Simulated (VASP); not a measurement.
# CuO in VASP: single point with PBE

Aim: the single point of CuO with PBE.

Everything below comes from runs of VASP 6.6.1. Logs are shortened: lines on timing, memory, paths and dates and some standing lists are left out, and cuts for length are marked.

## Step 1: The cell of the first run

The typed cell holds 4 atoms: a = 3.076 Å, b = 3.076 Å, c = 5.206 Å, α = 90.00°, β = 90.00°, γ = 89.99°.

## Step 2: Single point, PBE, collinear spin, ferromagnetic start (volume scaled by 1.100)

INCAR reads:

```
SYSTEM = CuO
PREC     = Accurate       ! precision mode
ENCUT    = 520            ! plane-wave cutoff, eV
EDIFF    = 1E-6           ! SCF threshold, eV
ISMEAR   = 0              ! smearing method
SIGMA    = 0.05           ! smearing width, eV
LREAL    = .FALSE.        ! projectors in reciprocal space
LASPH    = .TRUE.         ! aspherical terms in the spheres
NELM     = 150            ! most SCF steps
ALGO     = Normal         ! electronic algorithm
ISIF     = 2              ! what is computed and relaxed
LWAVE    = .FALSE.        ! write WAVECAR
LCHARG   = .FALSE.        ! write CHGCAR
ISPIN    = 2              ! spin polarisation
MAGMOM   = 0.05 0.05 0 0  ! initial moments
LORBIT   = 11             ! projections on sites
LMAXMIX  = 4              ! l up to which the mixer works
GGA      = PE             ! functional
NBANDS   = 29             ! bands
KPAR     = 4
```

KPOINTS reads:

```
Automatic mesh
0
G
  12 12 8
  0 0 0
```

POSCAR reads:

```
CuO
1.0
    2.1688506885     -2.1751963954      0.1699656707
    2.1688506885      2.1751963954      0.1699656707
   -0.4072256327      0.0000000000      5.1895791078
Cu O
2 2
Direct
    0.0000000000      0.5000000000      0.0000000000
    0.5000000000      0.0000000000      0.5000000000
    0.5000124985      0.4999875015      0.2500000000
    0.4999875015      0.5000124985      0.7500000000
```

Potentials or basis: VASP PAW PBE potentials, release 64 (Cu, O).

Run with:

```
$ cat potpaw_PBE.64/Cu/POTCAR potpaw_PBE.64/O/POTCAR > POTCAR
$ mpirun -np 4 vasp_std > vasp.out
```

OUTCAR:

```text
SYSTEM = CuO
   PREC = Accurate
   ENCUT = 520
   EDIFF = 1E-6
   ISMEAR = 0
   LREAL = .FALSE.
   LASPH = .TRUE.
   NELM = 150
   ISIF = 2
   ISPIN = 2
   LORBIT = 11
   GGA = PE

 ion  position               nearest neighbor table
   1  0.000  0.500  0.000-   3 2.01   4 2.01   4 2.01   3 2.01
   2  0.500  0.000  0.500-   4 2.01   3 2.01   4 2.01   3 2.01
   3  0.500  0.500  0.250-   2 2.01   1 2.01   2 2.01   1 2.01
   4  0.500  0.500  0.750-   1 2.01   2 2.01   2 2.01   1 2.01

  LATTYP: Found a base centered monoclinic cell.
 ALAT       =     4.3510006381
 B/A-ratio  =     0.9998602971
 C/A-ratio  =     1.1963988272
 COS(beta)  =    -0.0001025463

  Lattice vectors:

 A1 = (   2.1688506885,  -2.1751963954,   0.1699656707)
 A2 = (   2.1688506885,   2.1751963954,   0.1699656707)
 A3 = (  -0.4072256327,   0.0000000000,   5.1895791078)

Analysis of symmetry for initial positions (statically):
=====================================================================
 Subroutine PRICEL returns:
 Original cell was already a primitive cell.

 Routine SETGRP: Setting up the symmetry group for a
 base centered monoclinic supercell.

 Subroutine GETGRP returns: Found  4 space group operations
 (whereof  2 operations were pure point group operations)
 out of a pool of  4 trial point group operations.

The static configuration has the point symmetry S_2 .
 The point group associated with its full space group is C_2h.

Analysis of symmetry for dynamics (positions and initial velocities):
=====================================================================
 Subroutine PRICEL returns:
 Original cell was already a primitive cell.

 Routine SETGRP: Setting up the symmetry group for a
 base centered monoclinic supercell.

 Subroutine GETGRP returns: Found  4 space group operations
 (whereof  2 operations were pure point group operations)
 out of a pool of  4 trial point group operations.

The dynamic configuration has the point symmetry S_2 .
 The point group associated with its full space group is C_2h.

Analysis of structural, dynamic, and magnetic symmetry:
=====================================================================
 Subroutine PRICEL returns:
 Original cell was already a primitive cell.

 Routine SETGRP: Setting up the symmetry group for a
 base centered monoclinic supercell.

 Subroutine GETGRP returns: Found  4 space group operations
 (whereof  2 operations were pure point group operations)
 out of a pool of  4 trial point group operations.

The overall configuration has the point symmetry S_2 .
 The point group associated with its full space group is C_2h.

 Subroutine INISYM returns: Found  4 space group operations
 (whereof  2 operations are pure point group operations),
 and found     1 'primitive' translations

----------------------------------------------------------------------------------------

                                     Primitive cell

  volume of cell :      49.2666

  direct lattice vectors                    reciprocal lattice vectors
     2.168850689 -2.175196395  0.169965671     0.229127843 -0.229864301  0.017979634
     2.168850689  2.175196395  0.169965671     0.229127843  0.229864301  0.017979634
    -0.407225633  0.000000000  5.189579108    -0.015008488  0.000000000  0.191516140

  length of vectors
     3.076407157  3.076407157  5.205532060     0.325054507  0.325054507  0.192103323

  position of ions in fractional coordinates (direct lattice)
     1.000000000  0.500000000  0.000000000
     0.500000000  1.000000000  0.500000000
     0.500012498  0.499987502  0.250000000
     0.499987502  0.500012498  0.750000000

  ion indices of the primitive-cell ions
   primitive index   ion index
                 1           1
                 2           2
                 3           3
                 4           4

----------------------------------------------------------------------------------------

 KPOINTS: Automatic mesh

Automatic generation of k-mesh.
 Grid dimensions read from file:
 generate k-points for:   12   12    8

 Generating k-lattice:

  Cartesian coordinates                     Fractional coordinates (reciprocal lattice)
     0.019093987 -0.019155358  0.001498303     0.083333333 -0.000000000  0.000000000
     0.019093987  0.019155358  0.001498303    -0.000000000  0.083333333  0.000000000
    -0.001876061  0.000000000  0.023939518     0.000000000  0.000000000  0.125000000

  Length of vectors
     0.027087876  0.027087876  0.024012915

  Shift w.r.t. Gamma in fractional coordinates (k-lattice)
     0.000000000  0.000000000  0.000000000

 Subroutine IBZKPT returns following result:
 ===========================================

 Found    320 irreducible k-points:

 Following reciprocal coordinates:
            Coordinates               Weight
  0.000000  0.000000  0.000000      1.000000
  0.083333 -0.000000  0.000000      4.000000
  0.166667 -0.000000  0.000000      4.000000
  0.250000  0.000000 -0.000000      4.000000
  0.333333 -0.000000  0.000000      4.000000
  0.416667 -0.000000 -0.000000      4.000000
[... 16 lines left out ...]
  0.500000  0.166667 -0.000000      4.000000
 -0.416667  0.166667  0.000000      4.000000
 [... further k-points ...]
   k-points           NKPTS =    320   k-points in BZ     NKDIM =    320   number of bands    NBANDS=     29
   number of dos      NEDOS =    301   number of ions     NIONS =      4
   total plane-waves  NPLWV =  23040
   dimension x,y,z NGX =    24 NGY =   24 NGZ =   40
   dimension x,y,z NGXF=    48 NGYF=   48 NGZF=   80
   ions per type =               2   2
   NGX,Y,Z   is equivalent  to a cutoff of  12.97, 12.97, 12.77 a.u.
   NGXF,Y,Z  is equivalent  to a cutoff of  25.94, 25.94, 25.55 a.u.
 SYSTEM =  CuO
   PREC   = accura    normal or accurate (medium, high low for compatibility)
   ISTART =      0    job   : 0-new  1-cont  2-samecut
   ICHARG =      2    charge: 1-file 2-atom 10-const
   ISPIN  =      2    spin polarized calculation?
   LNONCOLLINEAR =      F non collinear calculations
   LSORBIT =      F    spin-orbit coupling
   LASPH  =      T    aspherical Exc in radial PAW
   ENCUT  =  520.0 eV  38.22 Ry    6.18 a.u.   5.72  5.72  9.68*2*pi/ulx,y,z
   NELM   =    150;   NELMIN=  2; NELMDL= -5     # of ELM steps
   EDIFF  = 0.1E-05   stopping-criterion for ELM
   LREAL  =      F    real-space projection
   EDIFFG = 0.1E-04   stopping-criterion for IOM
   NSW    =      0    number of steps for IOM
   IBRION =     -1    ionic relax: 0-MD 1-quasi-New 2-CG
   NFREE  =      0    steps in history (QN), initial steepest desc. (CG)
   ISIF   =      2    stress and relaxation
   ISYM   =      2    0-nonsym 1-usesym 2-fastsym
   POTIM  = 0.5000    time-step for ionic-motion
   TEBEG  =    0.0;   TEEND  =   0.0 temperature during run
   PSTRESS=    0.0 pullay stress
   NELECT =      34.0000    total number of electrons
   NUPDOWN=      -1.0000    fix difference up-down
   EMIN   =  10.00;   EMAX   =-10.00  energy-range for DOS
   EFERMI =   0.00;   METHOD = LEGACY
   ISMEAR =     0;   SIGMA  =   0.05  broadening in eV -4-tet -1-fermi 0-gaus
   EFERMI_NEDOS =   21; number of points for ismear=-14 and -15
   IALGO  =     38    algorithm
   IMIX   =      4    mixing-type and parameters
     AMIX     =   0.40;   BMIX     =  1.00
     AMIX_MAG =   1.60;   BMIX_MAG =  1.00
  volume/ion in A,a.u.               =      12.32        83.12
  Fermi-wavevector in a.u.,A,eV,Ry     =   1.446717  2.733899 28.476855  2.092990
  Thomas-Fermi vector in A             =   2.564754
   LORBIT       =     11    0 simple, 1 ext, 2 COOP (PROOUT), +10 PAW based schemes
   GGA     = PE    functional components
   LHFCALC =     F    Hartree Fock is set to
   AEXX    =    0.0000 exact exchange contribution
   IVDW    =     0    specifies the selected vdW correction
   LEPSILON=     F    determine dielectric tensor
   LRPA    =     F    only Hartree local field effects (RPA)
 spin polarized calculation
 Gauss-broadening in eV      SIGMA  =   0.05
  energy-cutoff  :      520.00
  volume of cell :       49.27
 maximum number of plane-waves:      1345
   NGX = 11   NGY = 11   NGZ = 19

 number of electron      33.9999963 magnetization       0.0044449

 Free energy of the ion-electron system (eV)
  ---------------------------------------------------
  ext. energy  EPLUGINS =         0.00000000
  ---------------------------------------------------
  free energy    TOTEN  =       -19.58906562 eV

  energy without entropy =      -19.58561684  energy(sigma->0) =      -19.58734123

 E-fermi :   3.6569     XC(G=0): -10.7298

 val. band max:        3.6534310953   @ k =   0.5000   0.0833   0.1250
 cond. band min:       3.6591600833   @ k =   0.3333  -0.0000   0.1250
 fundamental gap:      0.0057289879
 Fermi energy:         3.6569284185

 spin component 1

 k-point     1 :       0.0000    0.0000    0.0000
  band No.  band energies     occupation
      1     -15.3342      1.00000
      2     -14.1725      1.00000
      3      -3.4891      1.00000
      4      -1.1737      1.00000
      5      -1.1735      1.00000
      6       0.4442      1.00000
[... 757 lines left out ...]
     28      21.3111      0.00000
     29      21.4143      0.00000

 [... further k-points ...]

 spin component 2

 k-point     1 :       0.0000    0.0000    0.0000
  band No.  band energies     occupation
      1     -15.3330      1.00000
      2     -14.1711      1.00000
      3      -3.4880      1.00000
      4      -1.1718      1.00000
      5      -1.1715      1.00000
      6       0.4448      1.00000
[... 757 lines left out ...]
     28      21.3115      0.00000
     29      21.4149      0.00000

 [... further k-points ...]

------------------------ aborting loop because EDIFF is reached ----------------------------------------

  FORCE on cell =-STRESS in cart. coord.  units (eV):
  Direction    XX          YY          ZZ          XY          YZ          ZX
  --------------------------------------------------------------------------------------
  -------------------------------------------------------------------------------------
  Total       -3.1368093     -3.1358115     -3.0819614      0.0000000      0.0000000     -0.0035861
  in kB     -102.0107522   -101.9783054   -100.2270685      0.0000000      0.0000000     -0.1166219
  external PRESSURE =    -101.4053754 kB  Pullay stress =       0.0000000 kB

 VOLUME and BASIS-vectors are now :
 -----------------------------------------------------------------------------
  energy-cutoff  :      520.00
  volume of cell :       49.27
      direct lattice vectors                 reciprocal lattice vectors
     2.168850689 -2.175196395  0.169965671     0.229127843 -0.229864301  0.017979634
     2.168850689  2.175196395  0.169965671     0.229127843  0.229864301  0.017979634
    -0.407225633  0.000000000  5.189579108    -0.015008488  0.000000000  0.191516140

 POSITION                                       TOTAL-FORCE (eV/Angst)
 -----------------------------------------------------------------------------------
      1.08443      1.08760      0.08498         0.000000      0.000000      0.000000
      0.88081     -1.08760      2.67977         0.000000      0.000000      0.000000
      2.06704     -0.00005      1.46736        -0.000000     -0.000063      0.000000
      1.86343      0.00005      4.06215        -0.000000      0.000063     -0.000000
 -----------------------------------------------------------------------------------
    total drift:                                0.000000      0.000000     -0.000000

  FREE ENERGIE OF THE ION-ELECTRON SYSTEM (eV)
  ---------------------------------------------------
  free  energy   TOTEN  =       -19.5890656217 eV

  energy  without entropy=      -19.5856168420  energy(sigma->0) =      -19.58734123

 total charge

# of ion       s       p       d       tot
------------------------------------------
    1        0.358   0.320   9.109   9.787
    2        0.358   0.320   9.109   9.787
    3        1.576   3.328   0.000   4.904
    4        1.576   3.328   0.000   4.904
--------------------------------------------------
tot          3.869   7.296  18.218  29.382

 magnetization (x)

# of ion       s       p       d       tot
------------------------------------------
    1       -0.000   0.000   0.001   0.001
    2       -0.000   0.000   0.001   0.001
    3        0.000   0.001   0.000   0.001
    4        0.000   0.001   0.000   0.001
--------------------------------------------------
tot          0.000   0.001   0.002   0.004
```

It took 2 min on 4 MPI ranks of Intel Xeon Platinum 8375C at 2.90GHz (Ice Lake), shared host; peak memory 0.65 GiB.

What came out:

```yaml
Free_energy: -19.5891 eV
Pressure: -10.1 GPa
Band_gap_on_the_k_mesh: zero (filled and empty bands overlap)
Net_moment: 0.00 μB per cell
Valence_electrons_inside_the_program's_atomic_spheres: Cu 9.79; O 4.90
```

Stress tensor (GPa, compression positive):
```
-10.20   0.00  -0.01
  0.00 -10.20   0.00
 -0.01   0.00 -10.02
```

Caveat: semilocal functionals often make such compounds metallic where correlation or magnetic order opens a gap, which also shifts bond lengths.
